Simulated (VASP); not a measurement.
# AgCl (wurtzite type) (P6_3mc) in VASP: single point with PBE

Aim: the single point of AgCl (wurtzite type) with PBE.

Everything below comes from runs of VASP 6.6.1. Logs are shortened: lines on timing, memory, paths and dates and some standing lists are left out, and cuts for length are marked.

## Step 1: The cell of the first run

The structure is hexagonal, space group P6_3mc (No. 186). The conventional cell has a = 4.298 Å, b = 4.298 Å, c = 6.946 Å, α = 90.00°, β = 90.00°, γ = 120.00°. Within 3.5 Å of Ag (site symmetry 3m) lie 4 Cl at 2.62 to 2.63 Å. Cl (site symmetry 3m) has 4 Ag at 2.62 to 2.63 Å within 3.5 Å.

## Step 2: Single point, PBE

INCAR

```
  ALGO = Normal
  EDIFF = 1E-7
  ENCUT = 520
  GGA = PE
  ISIF = 2
  ISMEAR = -1
  LASPH = T
  LCHARG = T
  LELF = T
  LREAL = F
  LVHAR = T
  LWAVE = F
  NBANDS = 26
  NELM = 100
  PREC = Accurate
  SIGMA = 0.05
```

KPOINTS

```
k-points
0
Gamma
  11 11 6
```

POSCAR

```
AgCl
1.0
    4.2981792161      0.0000000000      0.0000000000
   -2.1490896081      3.7223323912      0.0000000000
    0.0000000000      0.0000000000      6.9458893937
Ag Cl
2 2
Direct
    0.3333333333      0.6666666667     -0.0013968115
    0.6666666667      0.3333333333      0.4986031885
    0.3333333333      0.6666666667      0.3773968115
    0.6666666667      0.3333333333      0.8773968115
```

Potentials or basis: VASP PAW PBE potentials, release 64 (Ag, Cl).

Started as:

```sh
$ cat potpaw_PBE.64/Ag/POTCAR potpaw_PBE.64/Cl/POTCAR > POTCAR
$ mpirun -np 1 vasp_std > vasp.out
```

OUTCAR:

```text
EDIFF = 1E-7
   ENCUT = 520
   GGA = PE
   ISIF = 2
   ISMEAR = -1
   LASPH = T
   LREAL = F
   NELM = 100
   PREC = Accurate

 ion  position               nearest neighbor table
   1  0.333  0.667  0.999-   4 2.62   4 2.62   4 2.62   3 2.63
   2  0.667  0.333  0.499-   3 2.62   3 2.62   3 2.62   4 2.63
   3  0.333  0.667  0.377-   2 2.62   2 2.62   2 2.62   1 2.63
   4  0.667  0.333  0.877-   1 2.62   1 2.62   1 2.62   2 2.63

  LATTYP: Found a hexagonal cell.
 ALAT       =     4.2981792161
 C/A-ratio  =     1.6160073939

  Lattice vectors:

 A1 = (   4.2981792161,   0.0000000000,   0.0000000000)
 A2 = (  -2.1490896081,   3.7223323912,   0.0000000000)
 A3 = (   0.0000000000,   0.0000000000,   6.9458893937)

Analysis of symmetry for initial positions (statically):
=====================================================================
 Subroutine PRICEL returns:
 Original cell was already a primitive cell.

 Routine SETGRP: Setting up the symmetry group for a
 hexagonal supercell.

 Subroutine GETGRP returns: Found 12 space group operations
 (whereof  6 operations were pure point group operations)
 out of a pool of 24 trial point group operations.

The static configuration has the point symmetry C_3v.
 The point group associated with its full space group is C_6v.

Analysis of symmetry for dynamics (positions and initial velocities):
=====================================================================
 Subroutine PRICEL returns:
 Original cell was already a primitive cell.

 Routine SETGRP: Setting up the symmetry group for a
 hexagonal supercell.

 Subroutine GETGRP returns: Found 12 space group operations
 (whereof  6 operations were pure point group operations)
 out of a pool of 24 trial point group operations.

The dynamic configuration has the point symmetry C_3v.
 The point group associated with its full space group is C_6v.

 Subroutine INISYM returns: Found 12 space group operations
 (whereof  6 operations are pure point group operations),
 and found     1 'primitive' translations

----------------------------------------------------------------------------------------

                                     Primitive cell

  volume of cell :     111.1290

  direct lattice vectors                    reciprocal lattice vectors
     4.298179216  0.000000000  0.000000000     0.232656655  0.134324383  0.000000000
    -2.149089608  3.722332391  0.000000000     0.000000000  0.268648765  0.000000000
     0.000000000  0.000000000  6.945889394     0.000000000  0.000000000  0.143970044

  length of vectors
     4.298179216  4.298179216  6.945889394     0.268648765  0.268648765  0.143970044

  position of ions in fractional coordinates (direct lattice)
     0.333333333  0.666666667  0.998603188
     0.666666667  0.333333333  0.498603188
     0.333333333  0.666666667  0.377396811
     0.666666667  0.333333333  0.877396811

  ion indices of the primitive-cell ions
   primitive index   ion index
                 1           1
                 2           2
                 3           3
                 4           4

----------------------------------------------------------------------------------------

 KPOINTS: k-points

Automatic generation of k-mesh.
 Grid dimensions read from file:
 generate k-points for:   11   11    6

 Generating k-lattice:

  Cartesian coordinates                     Fractional coordinates (reciprocal lattice)
     0.021150605  0.012211308  0.000000000     0.090909091  0.000000000  0.000000000
     0.000000000  0.024422615  0.000000000     0.000000000  0.090909091  0.000000000
     0.000000000  0.000000000  0.023995007     0.000000000  0.000000000  0.166666667

  Length of vectors
     0.024422615  0.024422615  0.023995007

  Shift w.r.t. Gamma in fractional coordinates (k-lattice)
     0.000000000  0.000000000  0.000000000

 Subroutine IBZKPT returns following result:
 ===========================================

 Found     64 irreducible k-points:

 Following reciprocal coordinates:
            Coordinates               Weight
  0.000000  0.000000  0.000000      1.000000
  0.090909  0.000000  0.000000      6.000000
  0.181818 -0.000000  0.000000      6.000000
  0.272727 -0.000000  0.000000      6.000000
  0.363636  0.000000  0.000000      6.000000
  0.454545  0.000000  0.000000      6.000000
[... 16 lines left out ...]
  0.090909  0.090909  0.166667     12.000000
  0.181818  0.090909  0.166667     24.000000
 [... further k-points ...]
   k-points           NKPTS =     64   k-points in BZ     NKDIM =     64   number of bands    NBANDS=     26
   number of dos      NEDOS =    301   number of ions     NIONS =      4
   total plane-waves  NPLWV =  55296
   dimension x,y,z NGX =    32 NGY =   32 NGZ =   54
   dimension x,y,z NGXF=    64 NGYF=   64 NGZF=  108
   ions per type =               2   2
   NGX,Y,Z   is equivalent  to a cutoff of  12.38, 12.38, 12.92 a.u.
   NGXF,Y,Z  is equivalent  to a cutoff of  24.75, 24.75, 25.85 a.u.
 SYSTEM =  unknown system
   PREC   = accura    normal or accurate (medium, high low for compatibility)
   ISTART =      0    job   : 0-new  1-cont  2-samecut
   ICHARG =      2    charge: 1-file 2-atom 10-const
   ISPIN  =      1    spin polarized calculation?
   LNONCOLLINEAR =      F non collinear calculations
   LSORBIT =      F    spin-orbit coupling
   LASPH  =      T    aspherical Exc in radial PAW
   ENCUT  =  520.0 eV  38.22 Ry    6.18 a.u.   7.99  7.99 12.91*2*pi/ulx,y,z
   NELM   =    100;   NELMIN=  2; NELMDL= -5     # of ELM steps
   EDIFF  = 0.1E-06   stopping-criterion for ELM
   LREAL  =      F    real-space projection
   EDIFFG = 0.1E-05   stopping-criterion for IOM
   NSW    =      0    number of steps for IOM
   IBRION =     -1    ionic relax: 0-MD 1-quasi-New 2-CG
   NFREE  =      0    steps in history (QN), initial steepest desc. (CG)
   ISIF   =      2    stress and relaxation
   ISYM   =      2    0-nonsym 1-usesym 2-fastsym
   POTIM  = 0.5000    time-step for ionic-motion
   TEBEG  =    0.0;   TEEND  =   0.0 temperature during run
   PSTRESS=    0.0 pullay stress
   NELECT =      36.0000    total number of electrons
   NUPDOWN=      -1.0000    fix difference up-down
   EMIN   =  10.00;   EMAX   =-10.00  energy-range for DOS
   EFERMI =   0.00;   METHOD = LEGACY
   ISMEAR =    -1;   SIGMA  =   0.05  broadening in eV -4-tet -1-fermi 0-gaus
   EFERMI_NEDOS =   21; number of points for ismear=-14 and -15
   IALGO  =     38    algorithm
   IMIX   =      4    mixing-type and parameters
     AMIX     =   0.40;   BMIX     =  1.00
     AMIX_MAG =   1.60;   BMIX_MAG =  1.00
  volume/ion in A,a.u.               =      27.78       187.48
  Fermi-wavevector in a.u.,A,eV,Ry     =   1.124346  2.124705 17.199846  1.264153
  Thomas-Fermi vector in A             =   2.261017
   LORBIT       =      0    0 simple, 1 ext, 2 COOP (PROOUT), +10 PAW based schemes
   GGA     = PE    functional components
   LHFCALC =     F    Hartree Fock is set to
   AEXX    =    0.0000 exact exchange contribution
   IVDW    =     0    specifies the selected vdW correction
   LEPSILON=     F    determine dielectric tensor
   LRPA    =     F    only Hartree local field effects (RPA)
 non-spin polarized calculation
  energy-cutoff  :      520.00
  volume of cell :      111.13
 maximum number of plane-waves:      3014
 NGX is ok and might be reduce to    32
   NGX = 15   NGY = 15   NGZ = 25

 number of electron      35.9999998 magnetization

 Free energy of the ion-electron system (eV)
  ---------------------------------------------------
  ext. energy  EPLUGINS =         0.00000000
  ---------------------------------------------------
  free energy    TOTEN  =       -10.91253043 eV

  energy without entropy =      -10.91253039  energy(sigma->0) =      -10.91253041

 E-fermi :   2.1462     XC(G=0):  -8.3705

 val. band max:        1.4291864834   @ k =   0.0000   0.0000   0.0000
 cond. band min:       2.7336957135   @ k =   0.0000   0.0000   0.0000
 fundamental gap:      1.3045092301
 Fermi energy:         2.1461729916

 k-point     1 :       0.0000    0.0000    0.0000
  band No.  band energies     occupation
      1     -13.2659      2.00000
      2     -13.0982      2.00000
      3      -2.5193      2.00000
      4      -2.4705      2.00000
      5      -2.4705      2.00000
      6      -2.4188      2.00000
[... 18 lines left out ...]
     25      10.2228      0.00000
     26      10.2228      0.00000

 k-point     2 :       0.0909    0.0000    0.0000
  band No.  band energies     occupation
      1     -13.2547      2.00000
      2     -13.0930      2.00000
      3      -2.5051      2.00000
      4      -2.4808      2.00000
      5      -2.4545      2.00000
      6      -2.4041      2.00000
[... 18 lines left out ...]
     25      10.0029      0.00000
     26      10.3213      0.00000

 k-point     3 :       0.1818   -0.0000    0.0000
  band No.  band energies     occupation
      1     -13.2238      2.00000
      2     -13.0797      2.00000
      3      -2.5600      2.00000
      4      -2.4117      2.00000
      5      -2.4035      2.00000
      6      -2.3997      2.00000
[... 18 lines left out ...]
     25      10.2212      0.00000
     26      10.5754      0.00000

 k-point     4 :       0.2727   -0.0000    0.0000
  band No.  band energies     occupation
      1     -13.1811      2.00000
      2     -13.0639      2.00000
      3      -2.6163      2.00000
      4      -2.4411      2.00000
      5      -2.3568      2.00000
      6      -2.3029      2.00000
[... 18 lines left out ...]
     25      10.4188      0.00000
     26      10.9454      0.00000
[... 496 lines left out ...]
      1     -13.1044      2.00000
      2     -13.0536      2.00000
      3      -2.6544      2.00000
      4      -2.5947      2.00000
      5      -2.2670      2.00000
      6      -2.1618      2.00000
[... 18 lines left out ...]
     25      10.4616      0.00000
     26      11.4234      0.00000

 k-point    23 :       0.0909    0.0909    0.1667
  band No.  band energies     occupation
      1     -13.2235      2.00000
      2     -13.0937      2.00000
      3      -2.5475      2.00000
      4      -2.5112      2.00000
      5      -2.4127      2.00000
      6      -2.3826      2.00000
[... 18 lines left out ...]
     25       9.7363      0.00000
     26      10.4128      0.00000

 k-point    24 :       0.1818    0.0909    0.1667
  band No.  band energies     occupation
      1     -13.1881      2.00000
      2     -13.0776      2.00000
      3      -2.5987      2.00000
      4      -2.5009      2.00000
      5      -2.3796      2.00000
      6      -2.3320      2.00000
[... 18 lines left out ...]
     25       9.9246      0.00000
     26      10.7577      0.00000

 [... further k-points ...]

------------------------ aborting loop because EDIFF is reached ----------------------------------------

  FORCE on cell =-STRESS in cart. coord.  units (eV):
  Direction    XX          YY          ZZ          XY          YZ          ZX
  --------------------------------------------------------------------------------------
  -------------------------------------------------------------------------------------
  Total       -0.0445683     -0.0445683     -0.0475154      0.0000000      0.0000000      0.0000000
  in kB       -0.6425526     -0.6425526     -0.6850418      0.0000000      0.0000000      0.0000000
  external PRESSURE =      -0.6567157 kB  Pullay stress =       0.0000000 kB

 VOLUME and BASIS-vectors are now :
 -----------------------------------------------------------------------------
  energy-cutoff  :      520.00
  volume of cell :      111.13
      direct lattice vectors                 reciprocal lattice vectors
     4.298179216  0.000000000  0.000000000     0.232656655  0.134324383  0.000000000
    -2.149089608  3.722332391  0.000000000     0.000000000  0.268648765  0.000000000
     0.000000000  0.000000000  6.945889394     0.000000000  0.000000000  0.143970044

 POSITION                                       TOTAL-FORCE (eV/Angst)
 -----------------------------------------------------------------------------------
     -0.00000      2.48155      6.93619        -0.000000     -0.000000     -0.002680
      2.14909      1.24078      3.46324        -0.000000      0.000000     -0.002680
     -0.00000      2.48155      2.62136         0.000000      0.000000      0.002680
      2.14909      1.24078      6.09430         0.000000     -0.000000      0.002680
 -----------------------------------------------------------------------------------
    total drift:                               -0.000000      0.000000     -0.000706

  FREE ENERGIE OF THE ION-ELECTRON SYSTEM (eV)
  ---------------------------------------------------
  free  energy   TOTEN  =       -10.9125304276 eV

  energy  without entropy=      -10.9125303935  energy(sigma->0) =      -10.91253041
```

Run time: 3.8 min. Hardware: 1 thread of Intel Xeon 8259CL, shared host; peak memory 0.32 GiB.

Results:

```yaml
Free_energy: -10.9125 eV
Pressure: -0.1 GPa
Band_gap_on_the_k_mesh: 1.30 eV
```

Forces in eV/Å, atoms in the order of the input:
```
Ag   0.000  0.000 -0.003
Ag   0.000  0.000 -0.003
Cl   0.000  0.000  0.003
Cl   0.000  0.000  0.003
```

Levels at points of the mesh, in eV from the valence-band top:
```tsv
k point	band 16	band 17	band 18	band 19	band 20	band 21
(0.00, 0.00, 0.00)	-0.11	0.00	0.00	1.30	3.58	6.74
(0.00, 0.00, 0.50)	-0.27	-0.27	-0.27	2.73	2.73	6.85
```

A k mesh can miss the band edges.
